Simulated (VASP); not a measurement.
# Ge4H in VASP: a series of runs

Ge4H is run at these levels: PBE+D3(BJ); tasks: single point.

Program: VASP 6.6.1. These are calculated values, not measurements. Logs are shortened: lines on timing, memory, paths and dates and some standing lists are left out, and cuts for length are marked.

**1. The cell of the first run**

The cell holds a slab with vacuum, 5 atoms: a = 4.030 Å, b = 4.030 Å, c = 21.642 Å, α = 90.00°, β = 90.00°, γ = 90.00°.

**2. Single point, PBE+D3(BJ)**

INCAR

```
ALGO = Normal ; DIPOL = 0.5 0.5 0.328
EDIFF = 1E-7 ; ENCUT = 520
GGA = PE ; IDIPOL = 3
ISIF = 2 ; ISMEAR = 0
IVDW = 12 ; LASPH = T
LCHARG = F ; LDIPOL = T
LREAL = F ; LWAVE = F
NBANDS = 36 ; NELM = 100
PREC = Accurate ; SIGMA = 0.1
```

KPOINTS

```
k-points
0
Gamma
  7 7 1
```

POSCAR

```
Ge4H
1.0
    4.0303587907      0.0000000000      0.0000000000
    0.0000000000      4.0303587907      0.0000000000
    0.0000000000      0.0000000000     21.6416627718
Ge H
4 1
Direct
    0.0000000000      0.5000000000      0.1848286817
    0.0000000000      0.0000000000      0.2506714513
    0.5000000000      0.0000000000      0.3196569899
    0.5000000000      0.5000000000      0.3854446333
    0.5000000000      0.7500000000      0.5009625594
```

Potentials or basis: VASP PAW PBE potentials, release 64 (Ge_d, H).

Started as:

```sh
> cat potpaw_PBE.64/Ge_d/POTCAR potpaw_PBE.64/H/POTCAR > POTCAR
> mpirun -np 1 vasp_std > vasp.out
```

OUTCAR:

```text
EDIFF = 1E-7
   ENCUT = 520
   GGA = PE
   ISIF = 2
   ISMEAR = 0
   IVDW = 12
   LASPH = T
   LREAL = F
   NELM = 100
   PREC = Accurate
 IVDW          = 12

 ion  position               nearest neighbor table
   1  0.000  0.500  0.185-   2 2.47   2 2.47
   2  0.000  0.000  0.251-   1 2.47   1 2.47   3 2.51   3 2.51
   3  0.500  0.000  0.320-   4 2.47   4 2.47   2 2.51   2 2.51
   4  0.500  0.500  0.385-   3 2.47   3 2.47
   5  0.500  0.750  0.501-

  LATTYP: Found a simple tetragonal cell.
 ALAT       =     4.0303587907
 C/A-ratio  =     5.3696615849

  Lattice vectors:

 A1 = (   4.0303587907,   0.0000000000,   0.0000000000)
 A2 = (   0.0000000000,   4.0303587907,   0.0000000000)
 A3 = (   0.0000000000,   0.0000000000,  21.6416627718)

Analysis of symmetry for initial positions (statically):
=====================================================================
 Subroutine PRICEL returns:
 Original cell was already a primitive cell.

 Routine SETGRP: Setting up the symmetry group for a
 simple tetragonal supercell.

 Subroutine GETGRP returns: Found  2 space group operations
 (whereof  2 operations were pure point group operations)
 out of a pool of 16 trial point group operations.

The static configuration has the point symmetry C_1h.

Analysis of symmetry for dynamics (positions and initial velocities):
=====================================================================
 Subroutine PRICEL returns:
 Original cell was already a primitive cell.

 Routine SETGRP: Setting up the symmetry group for a
 simple tetragonal supercell.

 Subroutine GETGRP returns: Found  2 space group operations
 (whereof  2 operations were pure point group operations)
 out of a pool of 16 trial point group operations.

The dynamic configuration has the point symmetry C_1h.

 Subroutine INISYM returns: Found  2 space group operations
 (whereof  2 operations are pure point group operations),
 and found     1 'primitive' translations

----------------------------------------------------------------------------------------

                                     Primitive cell

  volume of cell :     351.5427

  direct lattice vectors                    reciprocal lattice vectors
     4.030358791  0.000000000  0.000000000     0.248116868  0.000000000  0.000000000
     0.000000000  4.030358791  0.000000000     0.000000000  0.248116868  0.000000000
     0.000000000  0.000000000 21.641662772     0.000000000  0.000000000  0.046207170

  length of vectors
[... 88 lines left out ...]
   TEBEG  =    0.0;   TEEND  =   0.0 temperature during run
   PSTRESS=    0.0 pullay stress
   NELECT =      57.0000    total number of electrons
   NUPDOWN=      -1.0000    fix difference up-down
   EMIN   =  10.00;   EMAX   =-10.00  energy-range for DOS
   EFERMI =   0.00;   METHOD = LEGACY
   ISMEAR =     0;   SIGMA  =   0.10  broadening in eV -4-tet -1-fermi 0-gaus
   EFERMI_NEDOS =   21; number of points for ismear=-14 and -15
   IALGO  =     38    algorithm
   IMIX   =      4    mixing-type and parameters
     AMIX     =   0.40;   BMIX     =  1.00
     AMIX_MAG =   1.60;   BMIX_MAG =  1.00
  volume/ion in A,a.u.               =      70.31       474.47
  Fermi-wavevector in a.u.,A,eV,Ry     =   0.892703  1.686964 10.842742  0.796919
  Thomas-Fermi vector in A             =   2.014686
   LORBIT       =      0    0 simple, 1 ext, 2 COOP (PROOUT), +10 PAW based schemes
   GGA     = PE    functional components
   LHFCALC =     F    Hartree Fock is set to
   AEXX    =    0.0000 exact exchange contribution
   IVDW    =    12    specifies the selected vdW correction
   LEPSILON=     F    determine dielectric tensor
   LRPA    =     F    only Hartree local field effects (RPA)
 non-spin polarized calculation
 Gauss-broadening in eV      SIGMA  =   0.10
  energy-cutoff  :      520.00
  volume of cell :      351.54
 maximum number of plane-waves:      9517
 NGX is ok and might be reduce to    30
   NGX = 15   NGY = 15   NGZ = 81

 dipolmoment           0.000000      0.000000     -0.027041 electrons x Angstroem

 number of electron      56.9999904 magnetization

 dipolmoment           0.000000      0.000000      0.095461 electrons x Angstroem

 Free energy of the ion-electron system (eV)
  ---------------------------------------------------
  ext. energy  EPLUGINS =         0.00000000
  ---------------------------------------------------
  free energy    TOTEN  =       -16.68940541 eV

  energy without entropy =      -16.68250328  energy(sigma->0) =      -16.68595434

 E-fermi :  -2.7831     XC(G=0):  -3.7327

 val. band max:       -2.8857453595   @ k =   0.4286   0.4286   0.0000
 cond. band min:      -2.7046151555   @ k =  -0.2857   0.4286   0.0000
 fundamental gap:      0.1811302040
 Fermi energy:        -2.7831095903

 k-point     1 :       0.0000    0.0000    0.0000
  band No.  band energies     occupation
      1     -27.4627      2.00000
      2     -27.4309      2.00000
      3     -27.4067      2.00000
      4     -27.3919      2.00000
      5     -27.3420      2.00000
      6     -27.1835      2.00000
[... 613 lines left out ...]
     35       2.2001      0.00000
     36       3.3688      0.00000

------------------------ aborting loop because EDIFF is reached ----------------------------------------

 vacuum level on the upper side and lower side of the slab       (xc-potential included)         0.438        -0.591

 Edisp (eV)   -0.89821

 E8    (eV) :    -0.4126

  FORCE on cell =-STRESS in cart. coord.  units (eV):
  Direction    XX          YY          ZZ          XY          YZ          ZX
  --------------------------------------------------------------------------------------
  -------------------------------------------------------------------------------------
  Total      -3.22668    -0.08339    -3.58243     0.00000    -1.80144     0.00000
  in kB     -14.70581    -0.38004   -16.32716     0.00000    -8.21016     0.00000
  external pressure =      -10.47 kB  Pullay stress =        0.00 kB

 VOLUME and BASIS-vectors are now :
 -----------------------------------------------------------------------------
  energy-cutoff  :      520.00
  volume of cell :      351.54
      direct lattice vectors                 reciprocal lattice vectors
     4.030358791  0.000000000  0.000000000     0.248116868  0.000000000  0.000000000
     0.000000000  4.030358791  0.000000000     0.000000000  0.248116868  0.000000000
     0.000000000  0.000000000 21.641662772     0.000000000  0.000000000  0.046207170

 POSITION                                       TOTAL-FORCE (eV/Angst)
 -----------------------------------------------------------------------------------
      0.00000      2.01518      4.00000         0.000000      0.048331     -0.215840
      0.00000      0.00000      5.42495         0.000000      0.104404      0.236593
      2.01518      0.00000      6.91791         0.000000     -0.274682      0.153602
      2.01518      2.01518      8.34166         0.000000      0.793241      1.252908
      2.01518      3.02277     10.84166         0.000000     -0.671293     -1.427264
 -----------------------------------------------------------------------------------
    total drift:                                0.000000     -0.000017     -0.001654

  FREE ENERGIE OF THE ION-ELECTRON SYSTEM (eV)
  ---------------------------------------------------
  free  energy   TOTEN  =       -17.5876169993 eV

  energy  without entropy=      -17.5807148674  energy(sigma->0) =      -17.58416593

 vacuum level on the upper side and lower side of the slab         3.175         2.125
```

stdout:

```text
POSCAR found type information on POSCAR GeH
 POSCAR found :  2 types and       5 ions
 scaLAPACK will be used
 LDA part: xc-table for (Slater+PW92), standard interpolation
 POSCAR, INCAR and KPOINTS ok, starting setup
 FFT: planning ... GRIDC
 FFT: planning ... GRID_SOFT
 FFT: planning ... GRID
 WAVECAR not read
 entering main loop
```

Run time: 12 min. Hardware: 1 thread of Intel Xeon 8259CL, shared host; peak memory 0.47 GiB.

What came out:

```yaml
Free_energy: -17.5876 eV
Largest_force: 1.577 eV/Å
Band_gap_on_the_k_mesh: zero (an odd number of electrons rules out a gap without spin polarisation)
Dispersion_energy_per_atom: -0.180 eV
```

Forces on the atoms (eV/Å):
```
Ge   0.000  0.048 -0.216
Ge   0.000  0.104  0.237
Ge   0.000 -0.275  0.154
Ge   0.000  0.793  1.253
H    0.000 -0.671 -1.427
```

Caveat: an odd number of electrons without spin polarisation forces a metal; a magnetic or distorted state may lie lower.

**3. Single point, PBE+D3(BJ)**

INCAR

```
PREC = Accurate ; ENCUT = 520
EDIFF = 1E-6 ; ISMEAR = 0
SIGMA = 0.1 ; LREAL = F
LASPH = T ; NELM = 100
ALGO = Normal ; ISIF = 2
LWAVE = F ; LCHARG = F
LDIPOL = T ; IDIPOL = 3
DIPOL = 0.5 0.5 0.328 ; GGA = PE
IVDW = 12 ; NBANDS = 36
```

KPOINTS

```
Automatic mesh
0
Gamma
  7 7 1
```

Changes to POSCAR since step 2:

```diff
@@ -12,2 +12,2 @@
     0.5000000000      0.5000000000      0.3854446333
-    0.5000000000      0.7500000000      0.5009625594
+    0.7500000000      0.5000000000      0.5009625594
```

Potentials or basis: VASP PAW PBE potentials, release 64 (Ge_d, H).

Started as:

```sh
> cat potpaw_PBE.64/Ge_d/POTCAR potpaw_PBE.64/H/POTCAR > POTCAR
> mpirun -np 1 vasp_std > vasp.out
```

OUTCAR:

```text
PREC = Accurate
   ENCUT = 520
   EDIFF = 1E-6
   ISMEAR = 0
   LREAL = F
   LASPH = T
   NELM = 100
   ISIF = 2
   GGA = PE
   IVDW = 12
 IVDW          = 12

 ion  position               nearest neighbor table
   1  0.000  0.500  0.185-   2 2.47   2 2.47
   2  0.000  0.000  0.251-   1 2.47   1 2.47   3 2.51   3 2.51
   3  0.500  0.000  0.320-   4 2.47   4 2.47   2 2.51   2 2.51
   4  0.500  0.500  0.385-   3 2.47   3 2.47
   5  0.750  0.500  0.501-

  LATTYP: Found a simple tetragonal cell.
 ALAT       =     4.0303587907
 C/A-ratio  =     5.3696615849

  Lattice vectors:

 A1 = (   4.0303587907,   0.0000000000,   0.0000000000)
 A2 = (   0.0000000000,   4.0303587907,   0.0000000000)
 A3 = (   0.0000000000,   0.0000000000,  21.6416627718)

Analysis of symmetry for initial positions (statically):
=====================================================================
 Subroutine PRICEL returns:
 Original cell was already a primitive cell.

 Routine SETGRP: Setting up the symmetry group for a
 simple tetragonal supercell.

 Subroutine GETGRP returns: Found  2 space group operations
 (whereof  2 operations were pure point group operations)
 out of a pool of 16 trial point group operations.

The static configuration has the point symmetry C_1h.

Analysis of symmetry for dynamics (positions and initial velocities):
=====================================================================
 Subroutine PRICEL returns:
 Original cell was already a primitive cell.

 Routine SETGRP: Setting up the symmetry group for a
 simple tetragonal supercell.

 Subroutine GETGRP returns: Found  2 space group operations
 (whereof  2 operations were pure point group operations)
 out of a pool of 16 trial point group operations.

The dynamic configuration has the point symmetry C_1h.

 Subroutine INISYM returns: Found  2 space group operations
 (whereof  2 operations are pure point group operations),
 and found     1 'primitive' translations

----------------------------------------------------------------------------------------

[... 118 lines left out ...]
   LEPSILON=     F    determine dielectric tensor
   LRPA    =     F    only Hartree local field effects (RPA)
 non-spin polarized calculation
 Gauss-broadening in eV      SIGMA  =   0.10
  energy-cutoff  :      520.00
  volume of cell :      351.54
 maximum number of plane-waves:      9517
 NGX is ok and might be reduce to    30
   NGX = 15   NGY = 15   NGZ = 81

 dipolmoment           0.000000      0.000000     -0.026080 electrons x Angstroem

 number of electron      56.9999904 magnetization

 dipolmoment           0.000000      0.000000      0.093172 electrons x Angstroem

 Free energy of the ion-electron system (eV)
  ---------------------------------------------------
  ext. energy  EPLUGINS =         0.00000000
  ---------------------------------------------------
  free energy    TOTEN  =       -16.80231901 eV

  energy without entropy =      -16.79037749  energy(sigma->0) =      -16.79634825

 E-fermi :  -2.8038     XC(G=0):  -3.7442

 val. band max:       -2.8472174266   @ k =   0.4286   0.4286   0.0000
 cond. band min:      -2.7653316382   @ k =   0.2857   0.1429   0.0000
 fundamental gap:      0.0818857884
 Fermi energy:        -2.8037785178

 k-point     1 :       0.0000    0.0000    0.0000
  band No.  band energies     occupation
      1     -27.4864      2.00000
      2     -27.4527      2.00000
      3     -27.4239      2.00000
      4     -27.4109      2.00000
      5     -27.3575      2.00000
      6     -27.1789      2.00000
[... 613 lines left out ...]
     35       2.2375      0.00000
     36       3.2898      0.00000

------------------------ aborting loop because EDIFF is reached ----------------------------------------

 vacuum level on the upper side and lower side of the slab       (xc-potential included)         0.304        -0.704

 Edisp (eV)   -0.89771

 E8    (eV) :    -0.4123

  FORCE on cell =-STRESS in cart. coord.  units (eV):
  Direction    XX          YY          ZZ          XY          YZ          ZX
  --------------------------------------------------------------------------------------
  -------------------------------------------------------------------------------------
  Total      -3.54696     0.53311    -3.91913     0.00000     0.00000    -1.33793
  in kB     -16.16549     2.42969   -17.86167     0.00000     0.00000    -6.09768
  external pressure =      -10.53 kB  Pullay stress =        0.00 kB

 VOLUME and BASIS-vectors are now :
 -----------------------------------------------------------------------------
  energy-cutoff  :      520.00
  volume of cell :      351.54
      direct lattice vectors                 reciprocal lattice vectors
     4.030358791  0.000000000  0.000000000     0.248116868  0.000000000  0.000000000
     0.000000000  4.030358791  0.000000000     0.000000000  0.248116868  0.000000000
     0.000000000  0.000000000 21.641662772     0.000000000  0.000000000  0.046207170

 POSITION                                       TOTAL-FORCE (eV/Angst)
 -----------------------------------------------------------------------------------
      0.00000      2.01518      4.00000        -0.052791      0.000000     -0.241547
      0.00000      0.00000      5.42495         0.127624      0.000000      0.262735
      2.01518      0.00000      6.91791         0.012346      0.000000      0.183891
      2.01518      2.01518      8.34166         0.383793      0.000000      1.353699
      3.02277      2.01518     10.84166        -0.470972      0.000000     -1.558778
 -----------------------------------------------------------------------------------
    total drift:                               -0.000009      0.000000     -0.002470

  FREE ENERGIE OF THE ION-ELECTRON SYSTEM (eV)
  ---------------------------------------------------
  free  energy   TOTEN  =       -17.7000321039 eV

  energy  without entropy=      -17.6880905818  energy(sigma->0) =      -17.69406134

 vacuum level on the upper side and lower side of the slab         3.038         2.007
```

OSZICAR:

```text
N       E                     dE             d eps       ncg     rms          rms(c)
DAV:   1     0.441878358488E+03    0.44188E+03   -0.29630E+04  1400   0.231E+03
DAV:   2     0.498986858599E+02   -0.39198E+03   -0.38572E+03  1368   0.549E+02
DAV:   3    -0.140766992005E+02   -0.63975E+02   -0.63429E+02  1612   0.178E+02
DAV:   4    -0.170634937546E+02   -0.29868E+01   -0.29819E+01  1332   0.460E+01
[... 15 lines left out ...]
DAV:  20    -0.168022972914E+02   -0.23982E-04   -0.21675E-06   960   0.180E-02    0.140E-03
DAV:  21    -0.168023082464E+02   -0.10955E-04   -0.15563E-06   968   0.160E-02    0.102E-03
DAV:  22    -0.168023164541E+02   -0.82077E-05   -0.74499E-07   916   0.287E-02    0.500E-04
DAV:  23    -0.168023184336E+02   -0.19795E-05   -0.23323E-07   860   0.122E-02    0.333E-04
DAV:  24    -0.168023190118E+02   -0.57825E-06   -0.16571E-07   752   0.472E-03
   1 F= -.17700032E+02 E0= -.17694061E+02  d E =-.119415E-01
```

Run time: 9.7 min. Hardware: 1 thread of Intel Xeon 8259CL, shared host; peak memory 0.48 GiB.

Results:

```
Free energy                : -17.7000 eV
Largest force              : 1.628 eV/Å
Band gap on the k mesh     : zero (an odd number of electrons rules out a gap without spin polarisation)
Dispersion energy per atom : -0.180 eV
```

Forces in eV/Å, atoms in the order of the input:
```
Ge  -0.053  0.000 -0.242
Ge   0.128  0.000  0.263
Ge   0.012  0.000  0.184
Ge   0.384  0.000  1.354
H   -0.471  0.000 -1.559
```

Caveat: an odd number of electrons without spin polarisation forces a metal; a magnetic or distorted state may lie lower.

**4. Single point, PBE+D3(BJ)**

INCAR

```
PREC     = Accurate       # precision mode
ENCUT    = 520            # plane-wave cutoff, eV
EDIFF    = 1E-6           # SCF threshold, eV
ISMEAR   = 0              # smearing method
SIGMA    = 0.1            # smearing width, eV
LREAL    = F              # projectors in reciprocal space
LASPH    = T              # aspherical terms in the spheres
NELM     = 60             # most SCF steps
ALGO     = Normal         # electronic algorithm
ISIF     = 2              # what is computed and relaxed
LWAVE    = F              # write WAVECAR
LCHARG   = F              # write CHGCAR
LDIPOL   = T            
IDIPOL   = 3            
DIPOL    = 0.5 0.5 0.328
GGA      = PE             # functional
IVDW     = 12             # dispersion correction
NBANDS   = 36             # bands
```

KPOINTS

```
regular mesh
0
Gamma
  7 7 1
```

Changes to POSCAR since step 3:

```diff
@@ -12,2 +12,2 @@
     0.5000000000      0.5000000000      0.3854446333
-    0.7500000000      0.5000000000      0.5009625594
+    0.7500000000      1.0000000000      0.5009625594
```

Started as:

```sh
> cat potpaw_PBE.64/Ge_d/POTCAR potpaw_PBE.64/H/POTCAR > POTCAR
> mpirun -np 1 vasp_std > vasp.out
```

It took 11 min on 1 thread of Intel Xeon 8259CL, shared host; peak memory 0.47 GiB.

It converged, with:

```yaml
Free_energy: -17.0082 eV
Largest_force: 0.708 eV/Å
Band_gap_on_the_k_mesh: zero (an odd number of electrons rules out a gap without spin polarisation)
Dispersion_energy_per_atom: -0.180 eV
```

Forces in eV/Å, atoms in the order of the input:
```
Ge  -0.042  0.000 -0.126
Ge   0.087  0.000  0.214
Ge  -0.028  0.000 -0.128
Ge   0.138  0.000  0.695
H   -0.155  0.000 -0.655
```

Levels at points of the mesh, in eV from the Fermi level:
```
           k point  band 24  band 25  band 26  band 27  band 28  band 29  band 30  band 31  band 32  band 33
(0.00, 0.00, 0.00)    -2.79    -1.73    -1.47    -0.65    -0.32     0.97     1.32     1.95     2.11     2.53
```

Caveat: an odd number of electrons without spin polarisation forces a metal; a magnetic or distorted state may lie lower.

**5. Single point, PBE+D3(BJ)**

INCAR

```
SYSTEM = Ge4H
PREC = Accurate
ENCUT = 520
EDIFF = 1E-6
ISMEAR = 0
SIGMA = 0.1
LREAL = .False.
LASPH = .True.
NELM = 100
ALGO = Normal
ISIF = 2
LWAVE = .False.
LCHARG = .False.
LDIPOL = .True.
IDIPOL = 3
DIPOL = 0.5 0.5 0.328
GGA = PE
IVDW = 12
NBANDS = 36
```

KPOINTS

```
Automatic mesh
0
Gamma
  7 7 1
  0 0 0
```

Changes to POSCAR since step 4:

```diff
@@ -12,2 +12,2 @@
     0.5000000000      0.5000000000      0.3854446333
-    0.7500000000      1.0000000000      0.5009625594
+    1.0000000000      0.7500000000      0.5009625594
```

Started as:

```sh
> cat potpaw_PBE.64/Ge_d/POTCAR potpaw_PBE.64/H/POTCAR > POTCAR
> mpirun -np 1 vasp_std > vasp.out
```

Run time: 11 min. Hardware: 1 thread of Intel Xeon 8259CL, shared host; peak memory 0.47 GiB.

It converged, with:

| Property | Result |
| --- | --- |
| Free energy | -17.1739 eV |
| Largest force | 0.914 eV/Å |
| Band gap on the k mesh | zero (an odd number of electrons rules out a gap without spin polarisation) |
| Dispersion energy per atom | -0.180 eV |

Forces in eV/Å, atoms in the order of the input:
```
Ge   0.000  0.011 -0.187
Ge   0.000  0.072  0.274
Ge   0.000 -0.133 -0.030
Ge   0.000  0.406  0.784
H    0.000 -0.356 -0.842
```

Levels at points of the mesh, in eV from the Fermi level:
| k point | band 25 | band 26 | band 27 | band 28 | band 29 | band 30 | band 31 | band 32 |
| --- | --- | --- | --- | --- | --- | --- | --- | --- |
| (0.00, 0.00, 0.00) | -1.76 | -1.50 | -0.67 | -0.34 | 0.98 | 1.28 | 1.91 | 2.08 |

Caveat: an odd number of electrons without spin polarisation forces a metal; a magnetic or distorted state may lie lower.

(Continued in part 2 of 2.)

The gap in the log of VASP goes by the Fermi energy; the results here count the filled bands.